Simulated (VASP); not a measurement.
Wanted: the native input for a VASP 6.6.1 run.

```yaml
Task: single point
Functional: PBEsol
Potentials_or_basis: VASP PAW PBE potentials, release 64 (Ir)
Cutoff: 520 eV
k_mesh: 12 × 12 × 7
Occupations: methfessel-paxton, width 0.1 eV
Spin: no spin polarisation
Dipole_correction: no
Further_INCAR_settings: ALGO = Normal; EDIFF = 1e-07; NBANDS = 16
```

The structure of Ir lies in POSCAR:

```
Ir
1.0
    2.7047353558      0.0000000000      0.0000000000
   -1.3523676828      2.3423695304      0.0000000000
    0.0000000000      0.0000000000      4.3866433523
Ir
2
Direct
    0.6666666667      0.3333333333      0.7500000000
    0.3333333333      0.6666666667      0.2500000000
```

One way to write it, as run:

INCAR

```
SYSTEM = Ir
  ALGO = Normal
  EDIFF = 1E-7
  ENCUT = 520
  GGA = PS
  ISIF = 2
  ISMEAR = 1
  LASPH = .True.
  LCHARG = .False.
  LREAL = .False.
  LWAVE = .False.
  NBANDS = 16
  NELM = 100
  PREC = Accurate
  SIGMA = 0.1
```

KPOINTS

```
k-points
0
Gamma
  12 12 7
  0 0 0
```

Potentials or basis: VASP PAW PBE potentials, release 64 (Ir).

The run is started by

```console
$ cat potpaw_PBE.64/Ir/POTCAR > POTCAR
$ mpirun -np 1 vasp_std > vasp.out
```

Results of the run:

```json
{"Pressure": "7.1 GPa", "Band gap on the k mesh": "zero (band 9 reaches 11.71 eV, above the bottom of band 10 at 8.24 eV)"}
```

Caveat: the PAW data sets were made with another functional, which shifts forces and pressure a little; spin-orbit coupling is left out, which moves the levels of the heavy elements.

It took 18 s on 1 thread of Intel(R) Xeon(R) Platinum 8488C (Sapphire Rapids), on a shared host, peak memory 0.15 GiB.
